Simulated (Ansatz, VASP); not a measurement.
**Two plane-wave programs on LiAlH3**

```xyz
10
Lattice="5.6803 0.0000 0.0000 0.0000 5.6803 0.0000 0.0000 0.0000 4.0166" Properties=species:S:1:pos:R:3 pbc="T T T"
Li    0.0000    2.8401    2.0083
Li    2.8401    0.0000    2.0083
Al    2.8401    2.8401    0.0000
Al    0.0000    0.0000    0.0000
H     4.4941    1.6540    0.0000
H     4.0263    4.4941    0.0000
H     2.8401    2.8401    2.0083
H     1.1862    4.0263    0.0000
H     1.6540    1.1862    0.0000
H     0.0000    0.0000    2.0083
```

Alike in both runs: task single point; functional PBE; k mesh 4 × 4 × 4; occupations gaussian, width 0.1 eV; no spin polarisation.

|  | VASP | Ansatz |
| --- | --- | --- |
| version | VASP 6.6.1 | Ansatz 0.2.0 |
| potentials or method | VASP PAW PBE potentials, release 64 (Li_sv, Al, H), cutoff 520 eV | scalar-relativistic, plane waves, PAW |
| valence electrons in the cell | 18 | 18 |

```tsv
	VASP	Ansatz	Ansatz less VASP
gap on the k mesh at the Fermi level (eV)	none	none	-
rms of the force components (eV/Å)	0.003	0.003	-0.0002
```

Atom by atom the forces differ by 0.000 eV/Å (rms over components). A gap of «none» marks a metal or a gap that the smearing closes.

The k mesh is coarse, so the values compare programs but aren't converged. Noted on VASP's run: the cutoff is under 1.25 times that of the potentials, so the pressure is a little rough.
